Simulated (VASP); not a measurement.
Set up this calculation in VASP 6.6.1, as the native input.

* Task: single point
* Functional: r2SCAN
* Potentials or basis: VASP PAW PBE potentials, release 64 (B)
* Cutoff: 520 eV
* k mesh: 36 × 36 × 14
* Occupations: gaussian, width 0.15 eV
* Spin: no spin polarisation
* Dipole correction: no
* Further INCAR settings: ALGO = Normal; EDIFF = 1e-06; NBANDS = 8

Crystal: B.

```
B
1.0
     1.79720    0.00000    0.00000
    -0.89860    1.55642    0.00000
     0.00000    0.00000    3.26213
B
1
Direct
  0.00000 0.00000 0.00000
```

This cell differs from its parent crystal: ratio of the length along z to the lengths across it x 0.85, volume and fractional coordinates fixed.

One way to write it, as run:

POSCAR

```
B
1.0
    1.7972032725      0.0000000000      0.0000000000
   -0.8986016362      1.5564236897      0.0000000000
    0.0000000000      0.0000000000      3.2621271370
B
1
Direct
    0.0000000000      0.0000000000      0.0000000000
```

INCAR.step1

```
SYSTEM = B
PREC = Accurate ; ENCUT = 520
ISMEAR = 0 ; SIGMA = 0.15
LREAL = .False. ; LASPH = .True.
NELM = 60 ; NBANDS = 8
GGA = PE ; ALGO = Normal
EDIFF = 1E-4 ; LWAVE = .True.
LCHARG = .False.
```

INCAR.step2

```
SYSTEM = B
PREC = Accurate ; ENCUT = 520
EDIFF = 1E-6 ; ISMEAR = 0
SIGMA = 0.15 ; LREAL = .False.
LASPH = .True. ; NELM = 60
ALGO = Normal ; ISIF = 2
LWAVE = .False. ; LCHARG = .False.
METAGGA = R2SCAN ; LMIXTAU = .True.
NBANDS = 8 ; ISTART = 1
```

KPOINTS

```
regular mesh
0
Gamma
  36 36 14
  0 0 0
```

Potentials or basis: VASP PAW PBE potentials, release 64 (B).

Launch:

```sh
$ cat potpaw_PBE.64/B/POTCAR > POTCAR
$ cp INCAR.step1 INCAR
$ mpirun -np 1 vasp_std > vasp.out
$ cp INCAR.step2 INCAR
$ mpirun -np 1 vasp_std > vasp.out
```

It gave:

```yaml
Pressure: -22.8 GPa
```

Caveat: the PAW data sets were made with another functional, which shifts forces and pressure a little.

Run time: 3.1 min on 1 thread of Intel Xeon 6975P-C, on a shared host, peak memory 0.17 GiB.
